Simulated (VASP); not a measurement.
Wanted: the native input for a VASP 6.6.1 run.

```
Task                   : single point
Functional             : PBE
Potentials or basis    : VASP PAW PBE potentials, release 64 (Y_sv)
Cutoff                 : 500 eV
k mesh                 : 9 × 9 × 12
Occupations            : fermi-dirac, width 0.1 eV
Spin                   : no spin polarisation
Dipole correction      : no
Further INCAR settings : ALGO = Normal; EDIFF = 1e-06; NBANDS = 24
```

The structure of Y lies in POSCAR:

```
Y
1.0
    5.6520751642      0.0000000000      0.0000000000
   -2.8260375821      4.8948406763      0.0000000000
    0.0000000000      0.0000000000      3.5291948878
Y
3
Direct
    0.0000000000      1.0000000000      0.0000000000
    0.3333333333      0.6666666667      0.5000000000
    0.6666666667      0.3333333333      0.5000000000
```

These files were run (other wordings do the same):

INCAR

```
  ALGO = Normal
  EDIFF = 1E-6
  ENCUT = 500
  GGA = PE
  GGA_COMPAT = False
  ISIF = 2
  ISMEAR = -1
  LASPH = True
  LCHARG = True
  LELF = True
  LREAL = False
  LVHAR = True
  LWAVE = False
  NBANDS = 24
  NELM = 120
  PREC = Accurate
  SIGMA = 0.1
```

KPOINTS

```
k-points
0
Gamma
  9 9 12
```

Potentials or basis: VASP PAW PBE potentials, release 64 (Y_sv).

Run with:

```console
$ cat potpaw_PBE.64/Y_sv/POTCAR > POTCAR
$ mpirun -np 1 vasp_std > vasp.out
```

It gave:

```json
{
 "Pressure": "-0.1 GPa"
}
```

Run time: 77 s on 1 thread of Intel(R) Xeon(R) 6975P-C (Granite Rapids), on a shared host, peak memory 0.32 GiB.
